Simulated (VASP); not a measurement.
# MgO (Fm-3m) in VASP: notebook

The runs below take MgO through single point, relaxation of cell and atoms, with RPBE.

Program: VASP 6.6.1. These are calculated values, not measurements. Logs are shortened: lines on timing, memory, paths and dates and some standing lists are left out, and cuts for length are marked.

## (1) The cell of the first run

The structure is cubic, space group Fm-3m (No. 225). Conventional cell: a = 4.299 Å, b = 4.299 Å, c = 4.299 Å, α = 90.00°, β = 90.00°, γ = 90.00°. Within 2.8 Å of Mg (site symmetry m-3m) lie 6 O at 2.15 Å. Within 2.8 Å of O (site symmetry m-3m) lie 6 Mg at 2.15 Å.

## (2) Single point, RPBE

Input file INCAR:

```
SYSTEM = MgO
PREC = Accurate
ENCUT = 600
EDIFF = 1E-6
ISMEAR = 0
SIGMA = 0.02
LREAL = .FALSE.
LASPH = .TRUE.
NELM = 120
ALGO = Normal
ISIF = 2
LWAVE = .FALSE.
LCHARG = .FALSE.
GGA = RP
NBANDS = 11
GGA_COMPAT = .FALSE.
```

Input file KPOINTS:

```
Automatic mesh
0
G
  10 10 10
  0 0 0
```

Input file POSCAR:

```
MgO
1.0
    0.0000000000      2.1494055505      2.1494055505
    2.1494055505      0.0000000000      2.1494055505
    2.1494055505      2.1494055505      0.0000000000
Mg O
1 1
Direct
    0.0000000000      0.0000000000      0.0000000000
    0.5000000000      0.5000000000      0.5000000000
```

Potentials or basis: VASP PAW PBE potentials, release 64 (Mg, O).

Launch:

```console
cat potpaw_PBE.64/Mg/POTCAR potpaw_PBE.64/O/POTCAR > POTCAR
mpirun -np 1 vasp_std > vasp.out
```

OUTCAR:

```text
SYSTEM = MgO
   PREC = Accurate
   ENCUT = 600
   EDIFF = 1E-6
   ISMEAR = 0
   LREAL = .FALSE.
   LASPH = .TRUE.
   NELM = 120
   ISIF = 2
   GGA = RP

 ion  position               nearest neighbor table
   1  0.000  0.000  0.000-   2 2.15   2 2.15   2 2.15   2 2.15   2 2.15   2 2.15
   2  0.500  0.500  0.500-   1 2.15   1 2.15   1 2.15   1 2.15   1 2.15   1 2.15

  LATTYP: Found a face centered cubic cell.
 ALAT       =     4.2988111010

  Lattice vectors:

 A1 = (   0.0000000000,   2.1494055505,   2.1494055505)
 A2 = (   2.1494055505,   0.0000000000,   2.1494055505)
 A3 = (   2.1494055505,   2.1494055505,   0.0000000000)

Analysis of symmetry for initial positions (statically):
=====================================================================
 Subroutine PRICEL returns:
 Original cell was already a primitive cell.

 Routine SETGRP: Setting up the symmetry group for a
 face centered cubic supercell.

 Subroutine GETGRP returns: Found 48 space group operations
 (whereof 48 operations were pure point group operations)
 out of a pool of 48 trial point group operations.

The static configuration has the point symmetry O_h .

Analysis of symmetry for dynamics (positions and initial velocities):
=====================================================================
 Subroutine PRICEL returns:
 Original cell was already a primitive cell.

 Routine SETGRP: Setting up the symmetry group for a
 face centered cubic supercell.

 Subroutine GETGRP returns: Found 48 space group operations
 (whereof 48 operations were pure point group operations)
 out of a pool of 48 trial point group operations.

The dynamic configuration has the point symmetry O_h .

 Subroutine INISYM returns: Found 48 space group operations
 (whereof 48 operations are pure point group operations),
 and found     1 'primitive' translations

----------------------------------------------------------------------------------------

                                     Primitive cell

  volume of cell :      19.8603

  direct lattice vectors                    reciprocal lattice vectors
     0.000000000  2.149405551  2.149405551    -0.232622457  0.232622457  0.232622457
     2.149405551  0.000000000  2.149405551     0.232622457 -0.232622457  0.232622457
     2.149405551  2.149405551  0.000000000     0.232622457  0.232622457 -0.232622457

  length of vectors
     3.039718481  3.039718481  3.039718481     0.402913914  0.402913914  0.402913914

  position of ions in fractional coordinates (direct lattice)
     0.000000000  0.000000000  0.000000000
[... 81 lines left out ...]
   NSW    =      0    number of steps for IOM
   IBRION =     -1    ionic relax: 0-MD 1-quasi-New 2-CG
   NFREE  =      0    steps in history (QN), initial steepest desc. (CG)
   ISIF   =      2    stress and relaxation
   ISYM   =      2    0-nonsym 1-usesym 2-fastsym
   POTIM  = 0.5000    time-step for ionic-motion
   TEBEG  =    0.0;   TEEND  =   0.0 temperature during run
   PSTRESS=    0.0 pullay stress
   NELECT =       8.0000    total number of electrons
   NUPDOWN=      -1.0000    fix difference up-down
   EMIN   =  10.00;   EMAX   =-10.00  energy-range for DOS
   EFERMI =   0.00;   METHOD = LEGACY
   ISMEAR =     0;   SIGMA  =   0.02  broadening in eV -4-tet -1-fermi 0-gaus
   EFERMI_NEDOS =   21; number of points for ismear=-14 and -15
   IALGO  =     38    algorithm
   IMIX   =      4    mixing-type and parameters
     AMIX     =   0.40;   BMIX     =  1.00
     AMIX_MAG =   1.60;   BMIX_MAG =  1.00
  volume/ion in A,a.u.               =       9.93        67.01
  Fermi-wavevector in a.u.,A,eV,Ry     =   1.209047  2.284767 19.888919  1.461794
  Thomas-Fermi vector in A             =   2.344636
   LORBIT       =      0    0 simple, 1 ext, 2 COOP (PROOUT), +10 PAW based schemes
   GGA     = RP    functional components
   LHFCALC =     F    Hartree Fock is set to
   AEXX    =    0.0000 exact exchange contribution
   IVDW    =     0    specifies the selected vdW correction
   LEPSILON=     F    determine dielectric tensor
   LRPA    =     F    only Hartree local field effects (RPA)
 non-spin polarized calculation
 Gauss-broadening in eV      SIGMA  =   0.02
  energy-cutoff  :      600.00
  volume of cell :       19.86
 maximum number of plane-waves:       678
   NGX = 13   NGY = 13   NGZ = 13

 number of electron       7.9999999 magnetization

 Free energy of the ion-electron system (eV)
  ---------------------------------------------------
  ext. energy  EPLUGINS =         0.00000000
  ---------------------------------------------------
  free energy    TOTEN  =       -11.24909550 eV

  energy without entropy =      -11.24909550  energy(sigma->0) =      -11.24909550

 E-fermi :   3.0035     XC(G=0): -10.5617

 val. band max:        2.9030926327   @ k =   0.0000   0.0000   0.0000
 cond. band min:       7.1623151289   @ k =   0.0000   0.0000   0.0000
 fundamental gap:      4.2592224962
 Fermi energy:         3.0034629507

 k-point     1 :       0.0000    0.0000    0.0000
  band No.  band energies     occupation
      1     -14.1352      2.00000
      2       2.9031      2.00000
      3       2.9031      2.00000
      4       2.9031      2.00000
      5       7.1623      0.00000
      6      18.4846      0.00000
      7      18.4846      0.00000
      8      18.4846      0.00000
      9      22.1946      0.00000
     10      23.9511      0.00000
     11      23.9511      0.00000
[... 309 lines left out ...]
 k-point    24 :       0.4000    0.3000    0.0000
  band No.  band energies     occupation
      1     -13.0527      2.00000
      2      -0.4493      2.00000
      3       1.6969      2.00000
      4       1.8978      2.00000
      5      12.0045      0.00000
      6      13.0043      0.00000
      7      16.0231      0.00000
      8      20.4559      0.00000
      9      20.6520      0.00000
     10      27.1891      0.00000
     11      28.8341      0.00000

 [... further k-points ...]
[... 5 lines left out ...]
  --------------------------------------------------------------------------------------
  -------------------------------------------------------------------------------------
  Total       -0.1426290     -0.1426290     -0.1426290      0.0000000      0.0000000      0.0000000
  in kB      -11.5062366    -11.5062366    -11.5062366      0.0000000      0.0000000      0.0000000
  external PRESSURE =     -11.5062366 kB  Pullay stress =       0.0000000 kB

 VOLUME and BASIS-vectors are now :
 -----------------------------------------------------------------------------
  energy-cutoff  :      600.00
  volume of cell :       19.86
      direct lattice vectors                 reciprocal lattice vectors
     0.000000000  2.149405551  2.149405551    -0.232622457  0.232622457  0.232622457
     2.149405551  0.000000000  2.149405551     0.232622457 -0.232622457  0.232622457
     2.149405551  2.149405551  0.000000000     0.232622457  0.232622457 -0.232622457

 POSITION                                       TOTAL-FORCE (eV/Angst)
 -----------------------------------------------------------------------------------
      0.00000      0.00000      0.00000        -0.000000      0.000000     -0.000000
      2.14941      2.14941      2.14941         0.000000     -0.000000      0.000000
 -----------------------------------------------------------------------------------
    total drift:                               -0.000000     -0.000000      0.000000

  FREE ENERGIE OF THE ION-ELECTRON SYSTEM (eV)
  ---------------------------------------------------
  free  energy   TOTEN  =       -11.2490954992 eV

  energy  without entropy=      -11.2490954992  energy(sigma->0) =      -11.24909550
```

stdout:

```text
POSCAR found type information on POSCAR MgO
 POSCAR found :  2 types and       2 ions
 scaLAPACK will be used
 -----------------------------------------------------------------------------
|                                                                             |
|                                                                             |
|     You enforced a specific xc type in the INCAR file but a different       |
|     I HOPE YOU KNOW WHAT YOU ARE DOING!                                     |
|                                                                             |
 -----------------------------------------------------------------------------

 LDA part: xc-table for (Slater+PW92), standard interpolation
 POSCAR, INCAR and KPOINTS ok, starting setup
 FFT: planning ... GRIDC
 FFT: planning ... GRID_SOFT
 FFT: planning ... GRID
 WAVECAR not read
 entering main loop
```

Wall time 4.1 s (1 thread of Intel Xeon 6975P-C (Granite Rapids), shared host); peak memory 0.14 GiB.

Results:

```yaml
Free_energy: -11.2491 eV
Pressure: -1.2 GPa
Band_gap_on_the_k_mesh: 4.26 eV
```

Levels at points of the mesh, in eV from the valence-band top:
| k point | band 2 | band 3 | band 4 | band 5 | band 6 | band 7 |
| --- | --- | --- | --- | --- | --- | --- |
| (0.00, 0.00, 0.00) | 0.00 | 0.00 | 0.00 | 4.26 | 15.58 | 15.58 |
| (0.50, 0.00, 0.00) | -4.31 | -0.58 | -0.58 | 7.62 | 12.05 | 15.84 |
| (0.50, 0.50, 0.00) | -3.81 | -1.26 | -1.26 | 9.15 | 9.50 | 12.58 |

Caveat: the PAW data sets were made with another functional, which shifts forces and pressure a little.

## (3) Relaxation of cell and atoms, RPBE

This run uses another cell than the first one, of 9.59 Å³/atom.

Input file INCAR:

```
SYSTEM = MgO
  ALGO = Normal
  EDIFF = 1E-7
  EDIFFG = -0.002
  ENCUT = 600
  GGA = RP
  GGA_COMPAT = .FALSE.
  IBRION = 2
  ISIF = 3
  ISMEAR = 0
  LASPH = .TRUE.
  LCHARG = .FALSE.
  LREAL = .FALSE.
  LWAVE = .FALSE.
  NELM = 120
  NELMIN = 4
  NSW = 100
  PREC = Accurate
  SIGMA = 0.02
```

Input file KPOINTS:

```
k-points
0
G
  10 10 10
  0 0 0
```

Input file POSCAR:

```
MgO
1.0
    0.0000000000      2.1245000000      2.1245000000
    2.1245000000      0.0000000000      2.1245000000
    2.1245000000      2.1245000000      0.0000000000
Mg O
1 1
Direct
    0.0000000000      0.0000000000      0.0000000000
    0.5000000000      0.5000000000      0.5000000000
```

Potentials or basis: VASP PAW PBE potentials, release 64 (Mg, O).

Launch:

```console
cat potpaw_PBE.64/Mg/POTCAR potpaw_PBE.64/O/POTCAR > POTCAR
mpirun -np 1 vasp_std > vasp.out
```

It took 7.2 s on 1 thread of Intel Xeon 6975P-C (Granite Rapids), shared host; peak memory 0.14 GiB.

It converged, with:

```yaml
Free_energy: -11.2480 eV
Relaxed_volume: 9.85 Å³/atom
Relaxed_cell: a = 3.032 Å, b = 3.032 Å, c = 3.032 Å, α = 60.00°, β = 60.00°, γ = 60.00°
Space_group_after_relaxing_to_0.1_Å: Fm-3m (No. 225)
Energy_gained_by_relaxing: 3.2 meV/atom
Ionic_steps: 3
Pressure_after_relaxing: 0.0 GPa
Band_gap_on_the_k_mesh: 4.33 eV
```

The path:
| step | energy change (eV) | largest force (eV/Å) | pressure (GPa) | volume (Å³) |
| --- | --- | --- | --- | --- |
| 1 | 0.0000 | 0.0000 | 4.02 | 19.18 |
| 2 | -0.0059 | 0.0000 | -1.04 | 19.85 |
| 3 | -0.0064 | 0.0000 | 0.00 | 19.70 |

Final structure:
```yaml
crystal:
  lattice:
    - [0.00000, 2.14371, 2.14371]
    - [2.14371, 0.00000, 2.14371]
    - [2.14371, 2.14371, 0.00000]
  atoms:
    - { symbol: Mg, position: [0.00000, 0.00000, 0.00000] }
    - { symbol: O, position: [0.50000, 0.50000, 0.50000] }
```

Levels at points of the mesh, in eV from the valence-band top:
| k point | band 1 | band 2 | band 3 | band 4 | band 5 | band 6 | band 7 | band 8 |
| --- | --- | --- | --- | --- | --- | --- | --- | --- |
| (0.00, 0.00, 0.00) | -17.08 | 0.00 | 0.00 | 0.00 | 4.33 | 15.63 | 15.63 | 15.63 |
| (0.50, 0.00, 0.00) | -15.94 | -4.35 | -0.59 | -0.59 | 7.67 | 12.14 | 15.92 | 15.92 |
| (0.50, 0.50, 0.00) | -15.71 | -3.84 | -1.27 | -1.27 | 9.16 | 9.59 | 12.66 | 18.36 |

Caveat: the PAW data sets were made with another functional, which shifts forces and pressure a little. Zero-point motion and thermal expansion aren't in these numbers.
